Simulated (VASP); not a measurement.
# CuCl2 (I4/mmm) in VASP: a series of runs, part 2 of 2

VASP 6.6.1. The steps go on from the part before.

## Step 3: Single point, PBEsol

This run uses another cell than the first one, of 44.64 Å³/atom.

Contents of INCAR:

```
SYSTEM = CuCl2
ALGO = Normal
EDIFF = 1E-6
ENCUT = 520
GGA = PS
ISIF = 2
ISMEAR = -1
LASPH = .True.
LCHARG = .False.
LREAL = .False.
LWAVE = .False.
NBANDS = 20
NELM = 80
PREC = Accurate
SIGMA = 0.05
```

Contents of KPOINTS:

```
k-points
0
Gamma
  8 8 8
  0 0 0
```

Contents of POSCAR:

```
CuCl2
1.0
   -2.2243841967      2.2243841967      6.7671902429
    2.2243841967     -2.2243841967      6.7671902429
    2.2243841967      2.2243841967     -6.7671902429
Cu Cl
1 2
Direct
    0.0000000000      0.0000000000      0.0000000000
    0.0000000000      0.5000000000      0.5000000000
    0.5000000000      0.0000000000      0.5000000000
```

Potentials or basis: VASP PAW PBE potentials, release 64 (Cu, Cl).

Launch:

```bash
$ cat potpaw_PBE.64/Cu/POTCAR potpaw_PBE.64/Cl/POTCAR > POTCAR
$ mpirun -np 1 vasp_std > vasp.out
```

OUTCAR:

```text
SYSTEM = CuCl2
   EDIFF = 1E-6
   ENCUT = 520
   GGA = PS
   ISIF = 2
   ISMEAR = -1
   LASPH = .True.
   LREAL = .False.
   NELM = 80
   PREC = Accurate

 ion  position               nearest neighbor table
   1  0.000  0.000  0.000-   2 2.22   3 2.22   2 2.22   3 2.22
   2  0.000  0.500  0.500-   1 2.22   1 2.22
   3  0.500  0.000  0.500-   1 2.22   1 2.22

  LATTYP: Found a body centered tetragonal cell.
 ALAT       =     4.4487683934
 C/A-ratio  =     3.0422758141

  Lattice vectors:

 A1 = (  -2.2243841967,   2.2243841967,   6.7671902429)
 A2 = (   2.2243841967,  -2.2243841967,   6.7671902429)
 A3 = (   2.2243841967,   2.2243841967,  -6.7671902429)

Analysis of symmetry for initial positions (statically):
=====================================================================
 Subroutine PRICEL returns:
 Original cell was already a primitive cell.

 Routine SETGRP: Setting up the symmetry group for a
 body centered tetragonal supercell.

 Subroutine GETGRP returns: Found 16 space group operations
 (whereof 16 operations were pure point group operations)
 out of a pool of 16 trial point group operations.

The static configuration has the point symmetry D_4h.

Analysis of symmetry for dynamics (positions and initial velocities):
=====================================================================
 Subroutine PRICEL returns:
 Original cell was already a primitive cell.

 Routine SETGRP: Setting up the symmetry group for a
 body centered tetragonal supercell.

 Subroutine GETGRP returns: Found 16 space group operations
 (whereof 16 operations were pure point group operations)
 out of a pool of 16 trial point group operations.

The dynamic configuration has the point symmetry D_4h.

[... 110 lines left out ...]
   PSTRESS=    0.0 pullay stress
   NELECT =      25.0000    total number of electrons
   NUPDOWN=      -1.0000    fix difference up-down
   EMIN   =  10.00;   EMAX   =-10.00  energy-range for DOS
   EFERMI =   0.00;   METHOD = LEGACY
   ISMEAR =    -1;   SIGMA  =   0.05  broadening in eV -4-tet -1-fermi 0-gaus
   EFERMI_NEDOS =   21; number of points for ismear=-14 and -15
   IALGO  =     38    algorithm
   IMIX   =      4    mixing-type and parameters
     AMIX     =   0.40;   BMIX     =  1.00
     AMIX_MAG =   1.60;   BMIX_MAG =  1.00
  volume/ion in A,a.u.               =      44.64       301.28
  Fermi-wavevector in a.u.,A,eV,Ry     =   0.935604  1.768036 11.909931  0.875355
  Thomas-Fermi vector in A             =   2.062529
   LORBIT       =      0    0 simple, 1 ext, 2 COOP (PROOUT), +10 PAW based schemes
   GGA     = PS    functional components
   LHFCALC =     F    Hartree Fock is set to
   AEXX    =    0.0000 exact exchange contribution
   IVDW    =     0    specifies the selected vdW correction
   LEPSILON=     F    determine dielectric tensor
   LRPA    =     F    only Hartree local field effects (RPA)
 non-spin polarized calculation
  energy-cutoff  :      520.00
  volume of cell :      133.93
 maximum number of plane-waves:      3634
   NGX = 27   NGY = 27   NGZ = 27

 number of electron      24.9999997 magnetization

 Free energy of the ion-electron system (eV)
  ---------------------------------------------------
  ext. energy  EPLUGINS =         0.00000000
  ---------------------------------------------------
  free energy    TOTEN  =        -9.13454155 eV

  energy without entropy =       -9.11879766  energy(sigma->0) =       -9.12666960

 E-fermi :  -2.8826     XC(G=0):  -5.4014

 val. band max:       -2.9657956668   @ k =  -0.3750   0.3750   0.0000
 cond. band min:      -2.7966632019   @ k =   0.5000   0.3750  -0.0000
 fundamental gap:      0.1691324649
 Fermi energy:        -2.8825889037

 k-point     1 :       0.0000    0.0000    0.0000
  band No.  band energies     occupation
      1     -17.6884      2.00000
      2     -16.4293      2.00000
      3      -6.8972      2.00000
      4      -6.8972      2.00000
      5      -5.3915      2.00000
      6      -4.9809      2.00000
[... 541 lines left out ...]
     19       6.8009      0.00000
     20       7.9305      0.00000

 [... further k-points ...]

------------------------ aborting loop because EDIFF is reached ----------------------------------------

  FORCE on cell =-STRESS in cart. coord.  units (eV):
  Direction    XX          YY          ZZ          XY          YZ          ZX
  --------------------------------------------------------------------------------------
  -------------------------------------------------------------------------------------
  Total        0.1133523      0.1133523     -0.0015359      0.0000000      0.0000000      0.0000000
  in kB        1.3559787      1.3559787     -0.0183733      0.0000000      0.0000000      0.0000000
  external PRESSURE =       0.8978613 kB  Pullay stress =       0.0000000 kB

 VOLUME and BASIS-vectors are now :
 -----------------------------------------------------------------------------
  energy-cutoff  :      520.00
  volume of cell :      133.93
      direct lattice vectors                 reciprocal lattice vectors
    -2.224384197  2.224384197  6.767190243     0.000000000  0.224781313  0.073885909
     2.224384197 -2.224384197  6.767190243     0.224781313  0.000000000  0.073885909
     2.224384197  2.224384197 -6.767190243     0.224781313  0.224781313  0.000000000

 POSITION                                       TOTAL-FORCE (eV/Angst)
 -----------------------------------------------------------------------------------
      0.00000      0.00000      0.00000         0.000000     -0.000000      0.000000
      2.22438      0.00000      0.00000        -0.000000      0.000000     -0.000000
      0.00000      2.22438      0.00000         0.000000     -0.000000     -0.000000
 -----------------------------------------------------------------------------------
    total drift:                               -0.000000      0.000000      0.000000

  FREE ENERGIE OF THE ION-ELECTRON SYSTEM (eV)
  ---------------------------------------------------
  free  energy   TOTEN  =        -9.1345415488 eV

  energy  without entropy=       -9.1187976609  energy(sigma->0) =       -9.12666960
```

Run time: 3.2 min. Hardware: 1 thread of Intel Xeon 6975P-C (Granite Rapids), shared host; peak memory 0.5 GiB.

What came out:

- Free energy: -9.1345 eV
- Pressure: 0.1 GPa
- Band gap on the k mesh: zero (an odd number of electrons rules out a gap without spin polarisation)

Caveat: the PAW data sets were made with another functional, which shifts forces and pressure a little; an odd number of electrons without spin polarisation forces a metal; a magnetic or distorted state may lie lower. With open d or f shells a metallic result of PBEsol can be an artefact of self-interaction; +U or a hybrid may open a gap.

## Step 4: Single point, PBEsol

This run uses another cell than the first one, of 45.57 Å³/atom.

Contents of INCAR:

```
SYSTEM = CuCl2
PREC     = Accurate       ! precision mode
ENCUT    = 520            ! plane-wave cutoff, eV
EDIFF    = 1E-6           ! SCF threshold, eV
ISMEAR   = -1             ! smearing method
SIGMA    = 0.05           ! smearing width, eV
LREAL    = .FALSE.        ! projectors in reciprocal space
LASPH    = .TRUE.         ! aspherical terms in the spheres
NELM     = 80             ! most SCF steps
ALGO     = Normal         ! electronic algorithm
ISIF     = 2              ! what is computed and relaxed
LWAVE    = .FALSE.        ! write WAVECAR
LCHARG   = .TRUE.         ! write CHGCAR
GGA      = PS             ! functional
LELF     = .TRUE.         ! ELF
LVHAR    = .TRUE.       
NBANDS   = 20             ! bands
```

Contents of KPOINTS:

```
Automatic mesh
0
G
  8 8 8
  0 0 0
```

Contents of POSCAR:

```
CuCl2
1.0
   -2.2397252621      2.2397252621      6.8138619953
    2.2397252621     -2.2397252621      6.8138619953
    2.2397252621      2.2397252621     -6.8138619953
Cu Cl
1 2
Direct
    0.0000000000      0.0000000000      0.0000000000
    0.0000000000      0.5000000000      0.5000000000
    0.5000000000      0.0000000000      0.5000000000
```

Potentials or basis: VASP PAW PBE potentials, release 64 (Cu, Cl).

Launch:

```bash
$ cat potpaw_PBE.64/Cu/POTCAR potpaw_PBE.64/Cl/POTCAR > POTCAR
$ mpirun -np 1 vasp_std > vasp.out
```

OUTCAR:

```text
SYSTEM = CuCl2
   PREC = Accurate
   ENCUT = 520
   EDIFF = 1E-6
   ISMEAR = -1
   LREAL = .FALSE.
   LASPH = .TRUE.
   NELM = 80
   ISIF = 2
   GGA = PS

 ion  position               nearest neighbor table
   1  0.000  0.000  0.000-   2 2.24   3 2.24   2 2.24   3 2.24
   2  0.000  0.500  0.500-   1 2.24   1 2.24
   3  0.500  0.000  0.500-   1 2.24   1 2.24

  LATTYP: Found a body centered tetragonal cell.
 ALAT       =     4.4794505242
 C/A-ratio  =     3.0422758142

  Lattice vectors:

 A1 = (  -2.2397252621,   2.2397252621,   6.8138619953)
 A2 = (   2.2397252621,  -2.2397252621,   6.8138619953)
 A3 = (   2.2397252621,   2.2397252621,  -6.8138619953)

Analysis of symmetry for initial positions (statically):
=====================================================================
 Subroutine PRICEL returns:
 Original cell was already a primitive cell.

 Routine SETGRP: Setting up the symmetry group for a
 body centered tetragonal supercell.

 Subroutine GETGRP returns: Found 16 space group operations
 (whereof 16 operations were pure point group operations)
 out of a pool of 16 trial point group operations.

The static configuration has the point symmetry D_4h.

Analysis of symmetry for dynamics (positions and initial velocities):
=====================================================================
 Subroutine PRICEL returns:
 Original cell was already a primitive cell.

 Routine SETGRP: Setting up the symmetry group for a
 body centered tetragonal supercell.

 Subroutine GETGRP returns: Found 16 space group operations
 (whereof 16 operations were pure point group operations)
 out of a pool of 16 trial point group operations.

The dynamic configuration has the point symmetry D_4h.

[... 110 lines left out ...]
   PSTRESS=    0.0 pullay stress
   NELECT =      25.0000    total number of electrons
   NUPDOWN=      -1.0000    fix difference up-down
   EMIN   =  10.00;   EMAX   =-10.00  energy-range for DOS
   EFERMI =   0.00;   METHOD = LEGACY
   ISMEAR =    -1;   SIGMA  =   0.05  broadening in eV -4-tet -1-fermi 0-gaus
   EFERMI_NEDOS =   21; number of points for ismear=-14 and -15
   IALGO  =     38    algorithm
   IMIX   =      4    mixing-type and parameters
     AMIX     =   0.40;   BMIX     =  1.00
     AMIX_MAG =   1.60;   BMIX_MAG =  1.00
  volume/ion in A,a.u.               =      45.57       307.55
  Fermi-wavevector in a.u.,A,eV,Ry     =   0.929196  1.755925 11.747335  0.863405
  Thomas-Fermi vector in A             =   2.055453
   LORBIT       =      0    0 simple, 1 ext, 2 COOP (PROOUT), +10 PAW based schemes
   GGA     = PS    functional components
   LHFCALC =     F    Hartree Fock is set to
   AEXX    =    0.0000 exact exchange contribution
   IVDW    =     0    specifies the selected vdW correction
   LEPSILON=     F    determine dielectric tensor
   LRPA    =     F    only Hartree local field effects (RPA)
 non-spin polarized calculation
  energy-cutoff  :      520.00
  volume of cell :      136.72
 maximum number of plane-waves:      3738
   NGX = 27   NGY = 27   NGZ = 27

 number of electron      24.9999999 magnetization

 Free energy of the ion-electron system (eV)
  ---------------------------------------------------
  ext. energy  EPLUGINS =         0.00000000
  ---------------------------------------------------
  free energy    TOTEN  =        -9.13166256 eV

  energy without entropy =       -9.11574739  energy(sigma->0) =       -9.12370498

 E-fermi :  -3.0041     XC(G=0):  -5.3399

 val. band max:       -3.0826518154   @ k =  -0.3750   0.3750   0.0000
 cond. band min:      -2.9192338572   @ k =   0.3750   0.2500   0.1250
 fundamental gap:      0.1634179581
 Fermi energy:        -3.0040645397

 k-point     1 :       0.0000    0.0000    0.0000
  band No.  band energies     occupation
      1     -17.7025      2.00000
      2     -16.4976      2.00000
      3      -6.9187      2.00000
      4      -6.9187      2.00000
      5      -5.4221      2.00000
      6      -5.0316      2.00000
[... 541 lines left out ...]
     19       6.6287      0.00000
     20       7.7561      0.00000

 [... further k-points ...]

------------------------ aborting loop because EDIFF is reached ----------------------------------------

  FORCE on cell =-STRESS in cart. coord.  units (eV):
  Direction    XX          YY          ZZ          XY          YZ          ZX
  --------------------------------------------------------------------------------------
  -------------------------------------------------------------------------------------
  Total       -0.5146103     -0.5146103      0.0025058      0.0000000      0.0000000      0.0000000
  in kB       -6.0304016     -6.0304016      0.0293635      0.0000000      0.0000000      0.0000000
  external PRESSURE =      -4.0104799 kB  Pullay stress =       0.0000000 kB

 VOLUME and BASIS-vectors are now :
 -----------------------------------------------------------------------------
  energy-cutoff  :      520.00
  volume of cell :      136.72
      direct lattice vectors                 reciprocal lattice vectors
    -2.239725262  2.239725262  6.813861995     0.000000000  0.223241666  0.073379825
     2.239725262 -2.239725262  6.813861995     0.223241666  0.000000000  0.073379825
     2.239725262  2.239725262 -6.813861995     0.223241666  0.223241666  0.000000000

 POSITION                                       TOTAL-FORCE (eV/Angst)
 -----------------------------------------------------------------------------------
      0.00000      0.00000      0.00000         0.000000     -0.000000     -0.000000
      2.23973      0.00000      0.00000        -0.000000     -0.000000      0.000000
      0.00000      2.23973      0.00000         0.000000      0.000000     -0.000000
 -----------------------------------------------------------------------------------
    total drift:                               -0.000000      0.000000      0.000000

  FREE ENERGIE OF THE ION-ELECTRON SYSTEM (eV)
  ---------------------------------------------------
  free  energy   TOTEN  =        -9.1316625637 eV

  energy  without entropy=       -9.1157473867  energy(sigma->0) =       -9.12370498
```

stdout:

```text
POSCAR found type information on POSCAR CuCl
 POSCAR found :  2 types and       3 ions
 scaLAPACK will be used
 -----------------------------------------------------------------------------
|                                                                             |
|                                                                             |
|     You enforced a specific xc type in the INCAR file but a different       |
|     I HOPE YOU KNOW WHAT YOU ARE DOING!                                     |
|                                                                             |
 -----------------------------------------------------------------------------

 LDA part: xc-table for (Slater+PW92), standard interpolation
 POSCAR, INCAR and KPOINTS ok, starting setup
 FFT: planning ... GRIDC
 FFT: planning ... GRID_SOFT
 FFT: planning ... GRID
 WAVECAR not read
 entering main loop
```

Wall time 3.3 min (1 thread of Intel Xeon 6975P-C (Granite Rapids), shared host); peak memory 0.5 GiB.

What came out:

```
Free energy            : -9.1317 eV
Pressure               : -0.4 GPa
Band gap on the k mesh : zero (an odd number of electrons rules out a gap without spin polarisation)
```

Stress tensor (GPa, compression positive):
```
-0.60  0.00  0.00
 0.00 -0.60  0.00
 0.00  0.00  0.00
```

Levels at points of the mesh, in eV from the Fermi level:
```
           k point  band 10  band 11  band 12  band 13  band 14  band 15  band 16  band 17
(0.00, 0.00, 0.00)    -1.36    -1.00    -0.68    -0.68     3.21     5.84     8.03     8.93
(0.50, 0.00, 0.00)    -1.41    -0.58    -0.43    -0.34     6.50     6.64     8.13     8.22
(0.50, 0.50, 0.00)    -0.32    -0.32     0.24     2.02     5.28     8.29     8.41     8.59
(0.50, 0.50, 0.50)    -1.35    -1.00    -0.68    -0.68     3.28     6.20     7.34     9.71
```

Caveat: the PAW data sets were made with another functional, which shifts forces and pressure a little; an odd number of electrons without spin polarisation forces a metal; a magnetic or distorted state may lie lower.

## Step 5: Summary

| cell | gap on the mesh (eV) | pressure (GPa) |
| --- | --- | --- |
| a = 7.410 Å, angles 145.3, 145.3, 49.9°, 3 atoms | none | 0.7 |
| a = 7.463 Å, angles 145.3, 145.3, 49.9°, 3 atoms | none | 0.1 |
| a = 7.514 Å, angles 145.3, 145.3, 49.9°, 3 atoms | none | -0.4 |

Alike in all rows: task single point; level PBEsol; potentials or basis VASP PAW PBE potentials, release 64 (Cu, Cl); no spin polarisation; k mesh 8 × 8 × 8; cutoff (eV) 520; smearing fermi-dirac 0.05 eV.

Caveats: the PAW data sets were made with another functional, which shifts forces and pressure a little; an odd number of electrons without spin polarisation forces a metal; a magnetic or distorted state may lie lower.

Absolute energies hang on the potentials; compare differences alone.

The gap in the log of VASP goes by the Fermi energy; the results here count the filled bands.